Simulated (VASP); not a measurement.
# SnO2 (P1) in VASP: a series of runs

SnO2 is run at these levels: PBE; tasks: single point.

Program: VASP 6.6.1. These are calculated values, not measurements. Logs are shortened: lines on timing, memory, paths and dates and some standing lists are left out, and cuts for length are marked.

## (1) The cell of the first run

The typed cell holds 3 atoms: a = 3.922 Å, b = 4.053 Å, c = 3.936 Å, α = 60.25°, β = 58.97°, γ = 56.34°.

## (2) Single point, PBE

The input, INCAR:

```
  PREC = Accurate
  ENCUT = 520
  EDIFF = 1E-7
  ISMEAR = -1
  SIGMA = 0.15
  LREAL = False
  LASPH = True
  NELM = 60
  ALGO = Normal
  ISIF = 2
  LWAVE = False
  LCHARG = False
  GGA = PE
  NBANDS = 20
```

The input, KPOINTS:

```
Automatic mesh
0
Gamma
  2 2 2
  0.5 0.5 0.5
```

The input, POSCAR:

```
SnO2
1.0
   -2.6945770000      0.1262340000      2.8470590000
   -0.0280410000      2.7846790000      2.9452520000
   -2.7868670000      2.7787760000      0.0339440000
Sn O
1 2
Direct
    0.7368910000      0.7036590000      0.2170530000
    1.1052400000      1.1282040000      0.7181290000
    1.2871890000      1.3081820000      0.8291670000
```

Potentials or basis: VASP PAW PBE potentials, release 64 (Sn_d, O).

On the command line:

```
> cat potpaw_PBE.64/Sn_d/POTCAR potpaw_PBE.64/O/POTCAR > POTCAR
> mpirun -np 1 vasp_std > vasp.out
```

OUTCAR:

```text
PREC = Accurate
   ENCUT = 520
   EDIFF = 1E-7
   ISMEAR = -1
   LREAL = False
   LASPH = True
   NELM = 60
   ISIF = 2
   GGA = PE

 ion  position               nearest neighbor table
   1  0.737  0.704  0.217-   3 2.18   2 2.32   3 2.39   2 2.46   3 2.53   2 2.57
   2  0.105  0.128  0.718-   3 1.56   1 2.32   1 2.46   1 2.57
   3  0.287  0.308  0.829-   2 1.56   1 2.18   1 2.39   1 2.53

  Warning from LATTYP: Got some problem with cell dimensions!
  Tried to take original basis but could not verify dimensions!
  LATTYP: Found a triclinic cell.
 ALAT       =     6.5352803638
 B/A-ratio  =     0.5763508894
 C/A-ratio  =     0.6022166194
 COS(alpha) =     0.0027472139
 COS(beta)  =     0.3109401659
 COS(gamma) =     0.8432533291

  Lattice vectors:

 A1 = (   5.3611130000,   2.5322110000,  -2.7488660000)
 A2 = (   2.6665360000,   2.6584450000,   0.0981930000)
 A3 = (   2.7868670000,  -2.7787760000,  -0.0339440000)

Analysis of symmetry for initial positions (statically):
=====================================================================
 Subroutine PRICEL returns:
 Original cell was already a primitive cell.

 Routine SETGRP: Setting up the symmetry group for a
 triclinic supercell.

 Subroutine GETGRP returns: Found  1 space group operations
 (whereof  1 operations were pure point group operations)
 out of a pool of  2 trial point group operations.

The static configuration has the point symmetry C_1 .

Analysis of symmetry for dynamics (positions and initial velocities):
=====================================================================
 Subroutine PRICEL returns:
 Original cell was already a primitive cell.

 Routine SETGRP: Setting up the symmetry group for a
 triclinic supercell.

 Subroutine GETGRP returns: Found  1 space group operations
 (whereof  1 operations were pure point group operations)
 out of a pool of  2 trial point group operations.

The dynamic configuration has the point symmetry C_1 .

 Subroutine INISYM returns: Found  1 space group operations
 (whereof  1 operations are pure point group operations),
 and found     1 'primitive' translations

----------------------------------------------------------------------------------------

                                     Primitive cell

  volume of cell :      42.6351

  direct lattice vectors                    reciprocal lattice vectors
    -2.694577000  0.126234000  2.847059000    -0.189742173 -0.192495806  0.180194587
    -0.028041000  2.784679000  2.945252000     0.185458890  0.183954395  0.167369893
    -2.786867000  2.778776000  0.033944000    -0.177233272  0.184270188 -0.175911304

  length of vectors
     3.922043496  4.053360677  3.935654447     0.324848913  0.310236846  0.310341621

  position of ions in fractional coordinates (direct lattice)
     0.736891000  0.703659000  0.217053000
     0.105240000  0.128204000  0.718129000
     0.287189000  0.308182000  0.829167000

  ion indices of the primitive-cell ions
   primitive index   ion index
                 1           1
                 2           2
                 3           3

----------------------------------------------------------------------------------------

 KPOINTS: Automatic mesh

Automatic generation of k-mesh.
 Grid dimensions read from file:
 generate k-points for:    2    2    2

 Generating k-lattice:

  Cartesian coordinates                     Fractional coordinates (reciprocal lattice)
    -0.094871086 -0.096247903  0.090097293     0.500000000 -0.000000000  0.000000000
     0.092729445  0.091977197  0.083684947     0.000000000  0.500000000  0.000000000
    -0.088616636  0.092135094 -0.087955652     0.000000000  0.000000000  0.500000000

  Length of vectors
     0.162424457  0.155118423  0.155170811

  Shift w.r.t. Gamma in fractional coordinates (k-lattice)
     0.500000000  0.500000000  0.500000000

 Subroutine IBZKPT returns following result:
 ===========================================

 Found      4 irreducible k-points:

 Following reciprocal coordinates:
            Coordinates               Weight
  0.250000  0.250000  0.250000      2.000000
 -0.250000  0.250000  0.250000      2.000000
  0.250000 -0.250000  0.250000      2.000000
 -0.250000 -0.250000  0.250000      2.000000
   k-points           NKPTS =      4   k-points in BZ     NKDIM =      4   number of bands    NBANDS=     20
   number of dos      NEDOS =    301   number of ions     NIONS =      3
   total plane-waves  NPLWV =  27000
   dimension x,y,z NGX =    30 NGY =   30 NGZ =   30
   dimension x,y,z NGXF=    60 NGYF=   60 NGZF=   60
   ions per type =               1   2
   NGX,Y,Z   is equivalent  to a cutoff of  12.72, 12.30, 12.67 a.u.
   NGXF,Y,Z  is equivalent  to a cutoff of  25.43, 24.61, 25.34 a.u.
 SYSTEM =  unknown system
   PREC   = accura    normal or accurate (medium, high low for compatibility)
   ISTART =      0    job   : 0-new  1-cont  2-samecut
   ICHARG =      2    charge: 1-file 2-atom 10-const
   ISPIN  =      1    spin polarized calculation?
   LNONCOLLINEAR =      F non collinear calculations
   LSORBIT =      F    spin-orbit coupling
   LASPH  =      T    aspherical Exc in radial PAW
   ENCUT  =  520.0 eV  38.22 Ry    6.18 a.u.   7.29  7.54  7.32*2*pi/ulx,y,z
   NELM   =     60;   NELMIN=  2; NELMDL= -5     # of ELM steps
   EDIFF  = 0.1E-06   stopping-criterion for ELM
   LREAL  =      F    real-space projection
   EDIFFG = 0.1E-05   stopping-criterion for IOM
   NSW    =      0    number of steps for IOM
   IBRION =     -1    ionic relax: 0-MD 1-quasi-New 2-CG
   NFREE  =      0    steps in history (QN), initial steepest desc. (CG)
   ISIF   =      2    stress and relaxation
   ISYM   =      2    0-nonsym 1-usesym 2-fastsym
   POTIM  = 0.5000    time-step for ionic-motion
   TEBEG  =    0.0;   TEEND  =   0.0 temperature during run
   PSTRESS=    0.0 pullay stress
   NELECT =      26.0000    total number of electrons
   NUPDOWN=      -1.0000    fix difference up-down
   EMIN   =  10.00;   EMAX   =-10.00  energy-range for DOS
   EFERMI =   0.00;   METHOD = LEGACY
   ISMEAR =    -1;   SIGMA  =   0.15  broadening in eV -4-tet -1-fermi 0-gaus
   EFERMI_NEDOS =   21; number of points for ismear=-14 and -15
   IALGO  =     38    algorithm
   IMIX   =      4    mixing-type and parameters
     AMIX     =   0.40;   BMIX     =  1.00
     AMIX_MAG =   1.60;   BMIX_MAG =  1.00
  volume/ion in A,a.u.               =      14.21        95.91
  Fermi-wavevector in a.u.,A,eV,Ry     =   1.388280  2.623468 26.222782  1.927320
  Thomas-Fermi vector in A             =   2.512421
   LORBIT       =      0    0 simple, 1 ext, 2 COOP (PROOUT), +10 PAW based schemes
   GGA     = PE    functional components
   LHFCALC =     F    Hartree Fock is set to
   AEXX    =    0.0000 exact exchange contribution
   IVDW    =     0    specifies the selected vdW correction
   LEPSILON=     F    determine dielectric tensor
   LRPA    =     F    only Hartree local field effects (RPA)
 non-spin polarized calculation
  energy-cutoff  :      520.00
  volume of cell :       42.64
 maximum number of plane-waves:      1155
 NGX is ok and might be reduce to    30
   NGX = 15   NGY = 15   NGZ = 15

 number of electron      26.0000003 magnetization

 Free energy of the ion-electron system (eV)
  ---------------------------------------------------
  ext. energy  EPLUGINS =         0.00000000
  ---------------------------------------------------
  free energy    TOTEN  =       -14.86505563 eV

  energy without entropy =      -14.85565080  energy(sigma->0) =      -14.86035321

 E-fermi :   6.9332     XC(G=0): -10.5879

 val. band max:        6.1491345378   @ k =   0.2500  -0.2500   0.2500
 cond. band min:       7.7560005819   @ k =   0.2500  -0.2500   0.2500
 fundamental gap:      1.6068660441
 Fermi energy:         6.9332195457

 k-point     1 :       0.2500    0.2500    0.2500
  band No.  band energies     occupation
      1     -15.4539      2.00000
      2     -14.8481      2.00000
      3     -14.7918      2.00000
      4     -14.7655      2.00000
      5     -14.7482      2.00000
      6     -14.6207      2.00000
[... 12 lines left out ...]
     19      18.0333      0.00000
     20      19.4080      0.00000

 k-point     2 :      -0.2500    0.2500    0.2500
  band No.  band energies     occupation
      1     -15.6353      2.00000
      2     -14.8228      2.00000
      3     -14.8000      2.00000
      4     -14.7717      2.00000
      5     -14.6932      2.00000
      6     -14.2690      2.00000
[... 12 lines left out ...]
     19      17.8776      0.00000
     20      19.4152      0.00000

 k-point     3 :       0.2500   -0.2500    0.2500
  band No.  band energies     occupation
      1     -15.6116      2.00000
      2     -14.8297      2.00000
      3     -14.8039      2.00000
      4     -14.7680      2.00000
      5     -14.7153      2.00000
      6     -14.2786      2.00000
[... 12 lines left out ...]
     19      17.9977      0.00000
     20      19.7811      0.00000

 k-point     4 :      -0.2500   -0.2500    0.2500
  band No.  band energies     occupation
      1     -15.5900      2.00000
      2     -14.8365      2.00000
      3     -14.7956      2.00000
      4     -14.7659      2.00000
      5     -14.7092      2.00000
      6     -14.3480      2.00000
[... 12 lines left out ...]
     19      18.2113      0.00000
     20      19.9242      0.00000

------------------------ aborting loop because EDIFF is reached ----------------------------------------

  FORCE on cell =-STRESS in cart. coord.  units (eV):
  Direction    XX          YY          ZZ          XY          YZ          ZX
  --------------------------------------------------------------------------------------
  -------------------------------------------------------------------------------------
  Total        1.2618271      2.4466743      1.2802112      0.9830378     -1.4403115      0.6414845
  in kB       47.4180129     91.9432111     48.1088666     36.9414323    -54.1252520     24.1062531
  external PRESSURE =      62.4900302 kB  Pullay stress =       0.0000000 kB

 VOLUME and BASIS-vectors are now :
 -----------------------------------------------------------------------------
  energy-cutoff  :      520.00
  volume of cell :       42.64
      direct lattice vectors                 reciprocal lattice vectors
    -2.694577000  0.126234000  2.847059000    -0.189742173 -0.192495806  0.180194587
    -0.028041000  2.784679000  2.945252000     0.185458890  0.183954395  0.167369893
    -2.786867000  2.778776000  0.033944000    -0.177233272  0.184270188 -0.175911304

 POSITION                                       TOTAL-FORCE (eV/Angst)
 -----------------------------------------------------------------------------------
     -2.61024      2.65563      4.17779        -0.003130      0.480458     -0.114222
     -2.28850      2.36581      0.70159        -0.145663      0.485792      0.338484
     -3.09327      3.19851      1.75346         0.148793     -0.966250     -0.224262
 -----------------------------------------------------------------------------------
    total drift:                               -0.000033      0.000047     -0.000136

  FREE ENERGIE OF THE ION-ELECTRON SYSTEM (eV)
  ---------------------------------------------------
  free  energy   TOTEN  =       -14.8650556310 eV

  energy  without entropy=      -14.8556507956  energy(sigma->0) =      -14.86035321
```

Run time: 5.5 s. Hardware: 1 thread of AMD EPYC 7R13 (Zen 3), shared host; peak memory 0.13 GiB.

What came out:

```yaml
Free_energy: -14.8651 eV
Pressure: 6.2 GPa
Largest_force: 1.003 eV/Å
Band_gap_on_the_k_mesh: 1.61 eV, direct
```

Forces on the atoms (eV/Å):
```
Sn  -0.003  0.480 -0.114
O   -0.146  0.486  0.338
O    0.149 -0.966 -0.224
```

Levels at points of the mesh, in eV from the valence-band top:
```csv
k point,band 9,band 10,band 11,band 12,band 13,band 14,band 15,band 16,band 17,band 18
"(0.25, 0.25, 0.25)",-5.19,-5.11,-3.54,-2.40,-2.12,2.12,2.77,5.49,5.98,10.41
```

Caveat: the k points lie up to 1.02 Å⁻¹ apart; spin-orbit coupling is left out, which moves the levels of the heavy elements; forces of over 1 eV/Å act on the atoms, so gaps and moduli don't describe the material at rest. A k mesh can miss the band edges.

## (3) Single point, PBE, non-collinear spin, zero start, spin-orbit coupling

The input, INCAR:

```
SYSTEM = SnO2
  ALGO = Normal
  EDIFF = 1E-6
  ENCUT = 520
  GGA = PE
  GGA_COMPAT = .False.
  ISIF = 2
  ISMEAR = -1
  LASPH = .True.
  LCHARG = .True.
  LNONCOLLINEAR = .True.
  LORBIT = 11
  LORBMOM = .True.
  LREAL = .False.
  LSORBIT = .True.
  LVHAR = .True.
  LWAVE = .False.
  MAGMOM = 0 0 0 0 0 0 0 0 0
  NBANDS = 39
  NELM = 150
  PREC = Accurate
  SIGMA = 0.15
```

KPOINTS is that of step 2.

POSCAR is that of step 2.

Potentials or basis: VASP PAW PBE potentials, release 64 (Sn_d, O).

On the command line:

```
> cat potpaw_PBE.64/Sn_d/POTCAR potpaw_PBE.64/O/POTCAR > POTCAR
> mpirun -np 1 vasp_ncl > vasp.out
```

OUTCAR:

```text
SYSTEM = SnO2
   EDIFF = 1E-6
   ENCUT = 520
   GGA = PE
   ISIF = 2
   ISMEAR = -1
   LASPH = .True.
   LNONCOLLINEAR = .True.
   LORBIT = 11
   LREAL = .False.
   LSORBIT = .True.
   NELM = 150
   PREC = Accurate

 ion  position               nearest neighbor table
   1  0.737  0.704  0.217-   3 2.18   2 2.32   3 2.39   2 2.46   3 2.53   2 2.57
   2  0.105  0.128  0.718-   3 1.56   1 2.32   1 2.46   1 2.57
   3  0.287  0.308  0.829-   2 1.56   1 2.18   1 2.39   1 2.53

  Warning from LATTYP: Got some problem with cell dimensions!
  Tried to take original basis but could not verify dimensions!
  LATTYP: Found a triclinic cell.
 ALAT       =     6.5352803638
 B/A-ratio  =     0.5763508894
[... 641 lines left out ...]
     0.0000000     0.0000000     0.0000000     0.0000000     0.0000000     0.0000000     0.0000000
     0.0000000     0.0000000     0.0000000     0.0000000     0.0000000     0.0000000     0.0000000
     0.0000000     0.0000000     0.0000000     0.0000000     0.0000000     0.0000000     0.0000000
     0.0000000     0.0000000     0.0000000     0.0000000     0.0000000     0.0000000     0.0000000
     0.0000000     0.0000000     0.0000000     0.0000000     0.0000000     0.0000000     0.0000000
     0.0000000     0.0000000     0.0000000     0.0000000     0.0000000     0.0000000     0.0000000

 total charge

# of ion       s       p       d       tot
------------------------------------------
    1        1.371   0.601  10.076  12.048
    2        1.608   3.242   0.000   4.849
    3        1.611   3.261   0.000   4.872
--------------------------------------------------
tot          4.589   7.104  10.076  21.769

 magnetization (x)

# of ion       s       p       d       tot
------------------------------------------
    1       -0.000  -0.000   0.000  -0.000
    2       -0.000  -0.000   0.000  -0.000
    3        0.000   0.000   0.000   0.000
--------------------------------------------------
tot         -0.000  -0.000   0.000  -0.000

 magnetization (y)

# of ion       s       p       d       tot
------------------------------------------
    1        0.000  -0.000   0.000   0.000
    2        0.000  -0.000   0.000  -0.000
    3       -0.000  -0.000   0.000  -0.000
--------------------------------------------------
tot          0.000  -0.000   0.000  -0.000

 magnetization (z)

# of ion       s       p       d       tot
------------------------------------------
    1        0.000  -0.000  -0.000  -0.000
    2       -0.000   0.000   0.000   0.000
    3        0.000   0.000   0.000   0.000
--------------------------------------------------
tot          0.000   0.000  -0.000   0.000
```

OSZICAR:

```text
N       E                     dE             d eps       ncg     rms          rms(c)
DAV:   1     0.312790555336E+03    0.31279E+03   -0.12395E+04   718   0.200E+03
DAV:   2     0.389224934122E+02   -0.27387E+03   -0.25546E+03   632   0.610E+02
DAV:   3    -0.135497867805E+02   -0.52472E+02   -0.51058E+02   733   0.190E+02
DAV:   4    -0.162814902864E+02   -0.27317E+01   -0.27201E+01   715   0.488E+01
DAV:   5    -0.163471480254E+02   -0.65658E-01   -0.65647E-01   705   0.814E+00    0.819E+00
DAV:   6    -0.149796771977E+02    0.13675E+01   -0.33130E+00   941   0.253E+01    0.340E+00
DAV:   7    -0.149250106667E+02    0.54667E-01   -0.39096E-01   673   0.528E+00    0.179E+00
DAV:   8    -0.149001005088E+02    0.24910E-01   -0.91178E-02   716   0.314E+00    0.314E-01
DAV:   9    -0.148991350795E+02    0.96543E-03   -0.13659E-02   811   0.168E+00    0.153E-01
DAV:  10    -0.148993322969E+02   -0.19722E-03   -0.18677E-03   708   0.350E-01    0.914E-02
DAV:  11    -0.148993787905E+02   -0.46494E-04   -0.34003E-04   852   0.251E-01    0.299E-02
DAV:  12    -0.148993956105E+02   -0.16820E-04   -0.39591E-05   708   0.584E-02    0.207E-02
DAV:  13    -0.148993986676E+02   -0.30571E-05   -0.57014E-06   761   0.211E-02    0.687E-03
DAV:  14    -0.148993995837E+02   -0.91617E-06   -0.17693E-06   637   0.173E-02
   1 F= -.14899400E+02 E0= -.14894615E+02  d E =-.956942E-02  mag=    -0.0000    -0.0000    -0.0000
```

stdout:

```text
POSCAR found type information on POSCAR SnO
 POSCAR found :  2 types and       3 ions
 scaLAPACK will be used
 LDA part: xc-table for (Slater+PW92), standard interpolation
 POSCAR, INCAR and KPOINTS ok, starting setup
 FFT: planning ... GRIDC
 FFT: planning ... GRID_SOFT
 FFT: planning ... GRID
 WAVECAR not read
 entering main loop
```

Run time: 35 s. Hardware: 1 thread of AMD EPYC 7R13 (Zen 3), shared host; peak memory 0.24 GiB.

Results:

* Free energy: -14.8994 eV
* Pressure: 6.2 GPa
* Largest force: 0.999 eV/Å
* Net moment: 0.00 μB per cell
* Valence electrons inside the program's atomic spheres: Sn 12.05; O 4.85, 4.87

Forces on the atoms (eV/Å):
```
Sn  -0.004  0.474 -0.110
O   -0.145  0.487  0.337
O    0.149 -0.961 -0.228
```

Stress tensor (GPa, compression positive):
```
 4.72  3.69  2.42
 3.69  9.15 -5.41
 2.42 -5.41  4.78
```

Moments on the atoms (μB; x, y, z):
```
Sn  0.00 0.00 0.00
O   0.00 0.00 0.00
O   0.00 0.00 0.00
```

Caveat: the k points lie up to 1.02 Å⁻¹ apart.
